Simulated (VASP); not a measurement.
# Ag in VASP: a series of runs

The runs below take Ag through single point, with LDA.

Program: VASP 6.6.1. These are calculated values, not measurements. Logs are shortened: lines on timing, memory, paths and dates and some standing lists are left out, and cuts for length are marked.

## Step 1: The cell of the first run

It takes space group I4/mmm (No. 139, tetragonal). The conventional cell has a = 2.918 Å, b = 2.918 Å, c = 4.086 Å, α = 90.00°, β = 90.00°, γ = 90.00°. Within 3.8 Å of Ag (site symmetry 4/mmm) lie 12 Ag at 2.90 to 2.92 Å.

## Step 2: Single point, LDA (equal xx and yy strain of +1 %)

Input file INCAR:

```
SYSTEM = Ag
  PREC = Accurate
  ENCUT = 520
  EDIFF = 1E-6
  ISMEAR = -1
  SIGMA = 0.05
  LREAL = .False.
  LASPH = .True.
  NELM = 80
  ALGO = Normal
  ISIF = 2
  LWAVE = .False.
  LCHARG = .True.
  LELF = .True.
  LVHAR = .True.
  NBANDS = 12
```

Input file KPOINTS:

```
Automatic mesh
0
Gamma
  15 15 15
  0 0 0
```

Input file POSCAR:

```
Ag
1.0
    0.0000000000      2.0635310000      2.0431000000
    2.0635310000      0.0000000000      2.0431000000
    2.0635310000      2.0635310000      0.0000000000
Ag
1
Direct
    0.0000000000      0.0000000000      0.0000000000
```

Potentials or basis: VASP PAW LDA potentials, release 64 (Ag).

Started as:

```sh
> cat potpaw_LDA.64/Ag/POTCAR > POTCAR
> mpirun -np 1 vasp_std > vasp.out
```

OUTCAR:

```text
SYSTEM = Ag
   PREC = Accurate
   ENCUT = 520
   EDIFF = 1E-6
   ISMEAR = -1
   LREAL = .False.
   LASPH = .True.
   NELM = 80
   ISIF = 2

 ion  position               nearest neighbor table
   1  0.000  0.000  0.000-

  LATTYP: Found a body centered tetragonal cell.
 ALAT       =     2.9182735266
 C/A-ratio  =     1.4002114479

  Lattice vectors:

 A1 = (   0.0000000000,  -2.0635310000,  -2.0431000000)
 A2 = (   0.0000000000,   2.0635310000,  -2.0431000000)
 A3 = (   2.0635310000,   0.0000000000,   2.0431000000)

Analysis of symmetry for initial positions (statically):
=====================================================================
 Subroutine PRICEL returns:
 Original cell was already a primitive cell.

 Routine SETGRP: Setting up the symmetry group for a
 body centered tetragonal supercell.

 Subroutine GETGRP returns: Found 16 space group operations
 (whereof 16 operations were pure point group operations)
 out of a pool of 16 trial point group operations.

The static configuration has the point symmetry D_4h.

Analysis of symmetry for dynamics (positions and initial velocities):
=====================================================================
 Subroutine PRICEL returns:
 Original cell was already a primitive cell.

 Routine SETGRP: Setting up the symmetry group for a
 body centered tetragonal supercell.

 Subroutine GETGRP returns: Found 16 space group operations
 (whereof 16 operations were pure point group operations)
 out of a pool of 16 trial point group operations.

The dynamic configuration has the point symmetry D_4h.

 Subroutine INISYM returns: Found 16 space group operations
 (whereof 16 operations are pure point group operations),
 and found     1 'primitive' translations

----------------------------------------------------------------------------------------

                                     Primitive cell

  volume of cell :      17.3997

  direct lattice vectors                    reciprocal lattice vectors
     0.000000000  2.063531000  2.043100000    -0.242303120  0.242303120  0.244726151
     2.063531000  0.000000000  2.043100000     0.242303120 -0.242303120  0.244726151
     2.063531000  2.063531000  0.000000000     0.242303120  0.242303120 -0.244726151

  length of vectors
     2.903862565  2.903862565  2.918273527     0.421084900  0.421084900  0.421084900

  position of ions in fractional coordinates (direct lattice)
     0.000000000  0.000000000  0.000000000

  ion indices of the primitive-cell ions
   primitive index   ion index
                 1           1

----------------------------------------------------------------------------------------

 KPOINTS: Automatic mesh

Automatic generation of k-mesh.
 Grid dimensions read from file:
 generate k-points for:   15   15   15

 Generating k-lattice:

  Cartesian coordinates                     Fractional coordinates (reciprocal lattice)
    -0.016153541  0.016153541  0.016315077     0.066666667  0.000000000  0.000000000
     0.016153541 -0.016153541  0.016315077     0.000000000  0.066666667  0.000000000
     0.016153541  0.016153541 -0.016315077     0.000000000  0.000000000  0.066666667

  Length of vectors
     0.028072327  0.028072327  0.028072327

  Shift w.r.t. Gamma in fractional coordinates (k-lattice)
     0.000000000  0.000000000  0.000000000

 Subroutine IBZKPT returns following result:
 ===========================================

 Found    288 irreducible k-points:

 Following reciprocal coordinates:
            Coordinates               Weight
  0.000000  0.000000  0.000000      1.000000
  0.066667  0.000000  0.000000      8.000000
  0.133333 -0.000000  0.000000      8.000000
  0.200000 -0.000000  0.000000      8.000000
  0.266667 -0.000000  0.000000      8.000000
  0.333333 -0.000000  0.000000      8.000000
[... 16 lines left out ...]
  0.133333  0.133333  0.000000      2.000000
  0.200000  0.133333  0.000000      8.000000
 [... further k-points ...]
   k-points           NKPTS =    288   k-points in BZ     NKDIM =    288   number of bands    NBANDS=     12
   number of dos      NEDOS =    301   number of ions     NIONS =      1
   total plane-waves  NPLWV =  13824
   dimension x,y,z NGX =    24 NGY =   24 NGZ =   24
   dimension x,y,z NGXF=    48 NGYF=   48 NGZF=   48
   ions per type =               1
   NGX,Y,Z   is equivalent  to a cutoff of  13.74, 13.74, 13.67 a.u.
   NGXF,Y,Z  is equivalent  to a cutoff of  27.48, 27.48, 27.34 a.u.
 SYSTEM =  Ag
   PREC   = accura    normal or accurate (medium, high low for compatibility)
   ISTART =      0    job   : 0-new  1-cont  2-samecut
   ICHARG =      2    charge: 1-file 2-atom 10-const
   ISPIN  =      1    spin polarized calculation?
   LNONCOLLINEAR =      F non collinear calculations
   LSORBIT =      F    spin-orbit coupling
   LASPH  =      T    aspherical Exc in radial PAW
   ENCUT  =  520.0 eV  38.22 Ry    6.18 a.u.   5.40  5.40  5.43*2*pi/ulx,y,z
   NELM   =     80;   NELMIN=  2; NELMDL= -5     # of ELM steps
   EDIFF  = 0.1E-05   stopping-criterion for ELM
   LREAL  =      F    real-space projection
   EDIFFG = 0.1E-04   stopping-criterion for IOM
   NSW    =      0    number of steps for IOM
   IBRION =     -1    ionic relax: 0-MD 1-quasi-New 2-CG
   NFREE  =      0    steps in history (QN), initial steepest desc. (CG)
   ISIF   =      2    stress and relaxation
   ISYM   =      2    0-nonsym 1-usesym 2-fastsym
   POTIM  = 0.5000    time-step for ionic-motion
   TEBEG  =    0.0;   TEEND  =   0.0 temperature during run
   PSTRESS=    0.0 pullay stress
   NELECT =      11.0000    total number of electrons
   NUPDOWN=      -1.0000    fix difference up-down
   EMIN   =  10.00;   EMAX   =-10.00  energy-range for DOS
   EFERMI =   0.00;   METHOD = LEGACY
   ISMEAR =    -1;   SIGMA  =   0.05  broadening in eV -4-tet -1-fermi 0-gaus
   EFERMI_NEDOS =   21; number of points for ismear=-14 and -15
   IALGO  =     38    algorithm
   IMIX   =      4    mixing-type and parameters
     AMIX     =   0.40;   BMIX     =  1.00
     AMIX_MAG =   1.60;   BMIX_MAG =  1.00
  volume/ion in A,a.u.               =      17.40       117.42
  Fermi-wavevector in a.u.,A,eV,Ry     =   1.405050  2.655160 26.860162  1.974166
  Thomas-Fermi vector in A             =   2.527550
   LORBIT       =      0    0 simple, 1 ext, 2 COOP (PROOUT), +10 PAW based schemes
   GGA     = CA    functional components
   LHFCALC =     F    Hartree Fock is set to
   AEXX    =    0.0000 exact exchange contribution
   IVDW    =     0    specifies the selected vdW correction
   LEPSILON=     F    determine dielectric tensor
   LRPA    =     F    only Hartree local field effects (RPA)
 non-spin polarized calculation
  energy-cutoff  :      520.00
  volume of cell :       17.40
 maximum number of plane-waves:       495
 NGX is ok and might be reduce to    24
   NGX = 11   NGY = 11   NGZ = 11

 number of electron      10.9999999 magnetization

 Free energy of the ion-electron system (eV)
  ---------------------------------------------------
  ext. energy  EPLUGINS =         0.00000000
  ---------------------------------------------------
  free energy    TOTEN  =        -3.73859644 eV

  energy without entropy =       -3.73519717  energy(sigma->0) =       -3.73689680

 E-fermi :   7.9848     XC(G=0): -12.4651

 val. band max:        7.9775607248   @ k =  -0.2667   0.2667   0.0667
 cond. band min:       7.9885520609   @ k =   0.4667   0.4000   0.0667
 fundamental gap:      0.0109913361
 Fermi energy:         7.9847856307

 k-point     1 :       0.0000    0.0000    0.0000
  band No.  band energies     occupation
      1       0.1846      2.00000
      2       3.1396      2.00000
      3       3.1396      2.00000
      4       3.2019      2.00000
      5       4.1454      2.00000
      6       4.2080      2.00000
      7      23.8441      0.00000
      8      27.1829      0.00000
      9      27.1829      0.00000
     10      27.2990      0.00000
     11      32.1937      0.00000
     12      32.9657      0.00000

 k-point     2 :       0.0667    0.0000    0.0000
  band No.  band energies     occupation
      1       0.3212      2.00000
      2       3.1214      2.00000
      3       3.1771      2.00000
      4       3.2265      2.00000
      5       4.1325      2.00000
      6       4.1927      2.00000
      7      23.8545      0.00000
      8      26.1108      0.00000
      9      27.2315      0.00000
     10      27.3086      0.00000
     11      32.0102      0.00000
     12      32.8650      0.00000

 k-point     3 :       0.1333   -0.0000    0.0000
  band No.  band energies     occupation
      1       0.7087      2.00000
      2       3.0662      2.00000
      3       3.2668      2.00000
      4       3.3115      2.00000
      5       4.1170      2.00000
      6       4.1683      2.00000
      7      23.0578      0.00000
      8      24.8161      0.00000
      9      27.3277      0.00000
     10      27.4009      0.00000
     11      30.9190      0.00000
     12      32.2431      0.00000

 k-point     4 :       0.2000   -0.0000    0.0000
  band No.  band energies     occupation
      1       1.2409      2.00000
      2       3.1045      2.00000
      3       3.3359      2.00000
      4       3.3855      2.00000
      5       4.1689      2.00000
      6       4.2022      2.00000
      7      20.7396      0.00000
      8      24.6408      0.00000
      9      27.3154      0.00000
     10      27.3939      0.00000
     11      30.3392      0.00000
     12      31.3252      0.00000

 k-point     5 :       0.2667   -0.0000    0.0000
  band No.  band energies     occupation
      1       1.6275      2.00000
      2       3.3187      2.00000
      3       3.3747      2.00000
      4       3.5522      2.00000
      5       4.3436      2.00000
      6       4.3553      2.00000
      7      18.1764      0.00000
      8      24.3098      0.00000
      9      26.9811      0.00000
     10      27.0952      0.00000
     11      30.6271      0.00000
     12      30.6341      0.00000
[... 228 lines left out ...]
      1       0.9890      2.00000
      2       2.9781      2.00000
      3       3.3349      2.00000
      4       3.4091      2.00000
      5       3.9995      2.00000
      6       4.2929      2.00000
      7      22.4866      0.00000
      8      24.1234      0.00000
      9      26.5097      0.00000
     10      28.4905      0.00000
     11      29.5614      0.00000
     12      32.0540      0.00000

 k-point    22 :      -0.0667    0.0667    0.0000
  band No.  band energies     occupation
      1       0.5407      2.00000
      2       3.0500      2.00000
      3       3.2292      2.00000
      4       3.3172      2.00000
      5       4.0615      2.00000
      6       4.2284      2.00000
      7      23.7975      0.00000
      8      25.0704      0.00000
      9      26.6059      0.00000
     10      27.8420      0.00000
     11      30.9201      0.00000
     12      33.0034      0.00000

 k-point    23 :       0.1333    0.1333    0.0000
  band No.  band energies     occupation
      1       0.8958      2.00000
      2       2.9274      2.00000
      3       3.4004      2.00000
      4       3.4004      2.00000
      5       3.9647      2.00000
      6       4.2680      2.00000
      7      24.0353      0.00000
      8      25.3771      0.00000
      9      25.3771      0.00000
     10      25.4691      0.00000
     11      31.4164      0.00000
     12      32.7576      0.00000

 k-point    24 :       0.2000    0.1333    0.0000
  band No.  band energies     occupation
      1       1.3192      2.00000
      2       2.8051      2.00000
      3       3.5067      2.00000
      4       3.5242      2.00000
      5       3.9544      2.00000
      6       4.3410      2.00000
      7      22.7364      0.00000
      8      24.4138      0.00000
      9      24.6157      0.00000
     10      26.2711      0.00000
     11      29.7161      0.00000
     12      32.8105      0.00000

 [... further k-points ...]

------------------------ aborting loop because EDIFF is reached ----------------------------------------

  FORCE on cell =-STRESS in cart. coord.  units (eV):
  Direction    XX          YY          ZZ          XY          YZ          ZX
  --------------------------------------------------------------------------------------
  -------------------------------------------------------------------------------------
  Total       -0.9819736     -0.9819736     -0.9850573      0.0000000      0.0000000      0.0000000
  in kB      -90.4208869    -90.4208869    -90.7048364      0.0000000      0.0000000      0.0000000
  external PRESSURE =     -90.5155368 kB  Pullay stress =       0.0000000 kB

 VOLUME and BASIS-vectors are now :
 -----------------------------------------------------------------------------
  energy-cutoff  :      520.00
  volume of cell :       17.40
      direct lattice vectors                 reciprocal lattice vectors
     0.000000000  2.063531000  2.043100000    -0.242303120  0.242303120  0.244726151
     2.063531000  0.000000000  2.043100000     0.242303120 -0.242303120  0.244726151
     2.063531000  2.063531000  0.000000000     0.242303120  0.242303120 -0.244726151

 POSITION                                       TOTAL-FORCE (eV/Angst)
 -----------------------------------------------------------------------------------
      0.00000      0.00000      0.00000         0.000000     -0.000000      0.000000
 -----------------------------------------------------------------------------------
    total drift:                               -0.000000      0.000000     -0.000000

  FREE ENERGIE OF THE ION-ELECTRON SYSTEM (eV)
  ---------------------------------------------------
  free  energy   TOTEN  =        -3.7385964373 eV

  energy  without entropy=       -3.7351971663  energy(sigma->0) =       -3.73689680
```

Run time: 49 s. Hardware: 1 thread of Intel Xeon 8259CL, shared host; peak memory 0.18 GiB.

What came out:

| Quantity | Value |
| --- | --- |
| Free energy | -3.7386 eV |
| Pressure | -9.1 GPa |

Levels at points of the mesh, in eV from the Fermi level:
```tsv
k point	band 3	band 4	band 5	band 6	band 7	band 8	band 9	band 10
(0.00, 0.00, 0.00)	-4.85	-4.78	-3.84	-3.78	15.86	19.20	19.20	19.31
```

Caveat: the cell differs from its parent crystal (equal xx and yy strain of +1 %).

## Step 3: Single point, LDA (equal xx and yy strain of +3 %)

Input file INCAR:

```
PREC     = Accurate       # precision mode
ENCUT    = 520            # plane-wave cutoff, eV
EDIFF    = 1E-6           # SCF threshold, eV
ISMEAR   = -1             # smearing method
SIGMA    = 0.05           # smearing width, eV
LREAL    = F              # projectors in reciprocal space
LASPH    = T              # aspherical terms in the spheres
NELM     = 80             # most SCF steps
ALGO     = Normal         # electronic algorithm
ISIF     = 2              # what is computed and relaxed
LWAVE    = F              # write WAVECAR
LCHARG   = F              # write CHGCAR
GGA      = CA             # functional
NBANDS   = 12             # bands
```

Input file KPOINTS:

```
regular mesh
0
Gamma
  15 15 15
```

Input file POSCAR:

```
Ag
1.0
    0.0000000000      2.1043930000      2.0431000000
    2.1043930000      0.0000000000      2.0431000000
    2.1043930000      2.1043930000      0.0000000000
Ag
1
Direct
    0.0000000000      0.0000000000      0.0000000000
```

Potentials or basis: VASP PAW LDA potentials, release 64 (Ag).

Started as:

```sh
> cat potpaw_LDA.64/Ag/POTCAR > POTCAR
> mpirun -np 1 vasp_std > vasp.out
```

Wall time 47 s (1 thread of Intel Xeon 8259CL, shared host); peak memory 0.18 GiB.

The run converged. Its results:

| Property | Result |
| --- | --- |
| Free energy | -3.6932 eV |
| Pressure | -11.9 GPa |

Stress tensor (GPa, compression positive):
```
-11.90   0.00   0.00
  0.00 -11.90   0.00
  0.00   0.00 -11.82
```

Levels at points of the mesh, in eV from the Fermi level:
| k point | band 2 | band 3 | band 4 | band 5 | band 6 | band 7 | band 8 | band 9 | band 10 | band 11 |
| --- | --- | --- | --- | --- | --- | --- | --- | --- | --- | --- |
| (0.00, 0.00, 0.00) | -4.72 | -4.72 | -4.55 | -3.81 | -3.64 | 15.80 | 18.83 | 18.83 | 19.13 | 23.81 |

Caveat: the cell differs from its parent crystal (equal xx and yy strain of +3 %).

## Step 4: Single point, LDA (volume scaled by 0.96)

Input file INCAR:

```
PREC = Accurate
ENCUT = 520
EDIFF = 1E-6
ISMEAR = -1
SIGMA = 0.05
LREAL = False
LASPH = True
NELM = 80
ALGO = Normal
ISIF = 2
LWAVE = False
LCHARG = False
NBANDS = 12
```

Input file KPOINTS:

```
Automatic mesh
0
Gamma
  15 15 15
```

Input file POSCAR:

```
Ag
1.0
    0.0000000000      2.0154871556      2.0154871556
    2.0154871556      0.0000000000      2.0154871556
    2.0154871556      2.0154871556      0.0000000000
Ag
1
Direct
    0.0000000000      0.0000000000      0.0000000000
```

Started as:

```sh
> cat potpaw_LDA.64/Ag/POTCAR > POTCAR
> mpirun -np 1 vasp_std > vasp.out
```

Wall time 27 s (1 thread of AMD EPYC 7R13 (Zen 3), shared host); peak memory 0.11 GiB.

It converged, with:

- Free energy: -3.7778 eV
- Pressure: -2.9 GPa

Levels at points of the mesh, in eV from the Fermi level:
| k point | band 3 | band 4 | band 5 | band 6 | band 7 | band 8 | band 9 | band 10 |
| --- | --- | --- | --- | --- | --- | --- | --- | --- |
| (0.00, 0.00, 0.00) | -5.09 | -5.09 | -3.95 | -3.95 | 15.94 | 19.69 | 19.69 | 19.69 |

## Step 5: Single point, LDA (volume scaled by 0.99)

Input file INCAR:

```
PREC = Accurate
ENCUT = 520
EDIFF = 1E-6
ISMEAR = -1
SIGMA = 0.05
LREAL = F
LASPH = T
NELM = 60
ALGO = Normal
ISIF = 2
LWAVE = F
LCHARG = T
GGA = CA
LELF = T
LVHAR = T
NBANDS = 12
```

KPOINTS is that of step 4.

Input file POSCAR:

```
Ag
1.0
    0.0000000000      2.0362668386      2.0362668386
    2.0362668386      0.0000000000      2.0362668386
    2.0362668386      2.0362668386      0.0000000000
Ag
1
Direct
    0.0000000000      0.0000000000      0.0000000000
```

Started as:

```sh
> cat potpaw_LDA.64/Ag/POTCAR > POTCAR
> mpirun -np 1 vasp_std > vasp.out
```

It took 27 s on 1 thread of AMD EPYC 7R13 (Zen 3), shared host; peak memory 0.11 GiB.

Results (log left out):

| Quantity | Value |
| --- | --- |
| Free energy | -3.7631 eV |
| Pressure | -6.3 GPa |

Levels at points of the mesh, in eV from the Fermi level:
```tsv
k point	band 3	band 4	band 5	band 6	band 7	band 8	band 9	band 10
(0.00, 0.00, 0.00)	-4.95	-4.95	-3.88	-3.88	15.90	19.46	19.46	19.46
```

(Part 1 of 2 ends here.)
